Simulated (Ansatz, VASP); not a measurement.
## One calculation of Fe, two programs

```
CELL_PARAMETERS angstrom
0.00000 1.74500 1.74500
1.74500 0.00000 1.74500
3.49000 3.49000 0.00000
ATOMIC_POSITIONS crystal
Fe 0.00000 0.00000 0.00000
Fe 0.00000 0.00000 0.50000
```

Change from the starting cell: parallel moments scaled by 0.1, plain SCF.

Alike in both runs: task single point; functional PBE; k mesh 12 × 12 × 6; occupations gaussian, width 0.05 eV; collinear spin.

|  | VASP | Ansatz |
| --- | --- | --- |
| version | VASP 6.6.1 | Ansatz 0.2.0 |
| potentials or method | VASP PAW PBE potentials, release 64 (Fe), cutoff 520 eV | PAW, plane waves, scalar-relativistic |
| valence electrons in the cell | 16 | 32 |

VASP gave:

| Property | Result |
| --- | --- |
| pressure (GPa) | -10.1 |
| net moment per atom (μB) | 0.03 |
| size of the moment on the site where the two differ most (μB) | 0.03 |

Question: What did Ansatz give for the same quantities?

Answer: Pressure (GPa): -9.2; net moment per atom (μB): 0.17; size of the moment on the site where the two differ most (μB): 0.17.

The net moments are unlike, so the other rows may belong to different states. Site moments also hang on the region over which each program counts them. VASP's potentials hold 16 valence electrons a cell and Ansatz's 32, so a difference there can come from the potentials and not from the codes. Ansatz's warnings: negative dielectric reading.
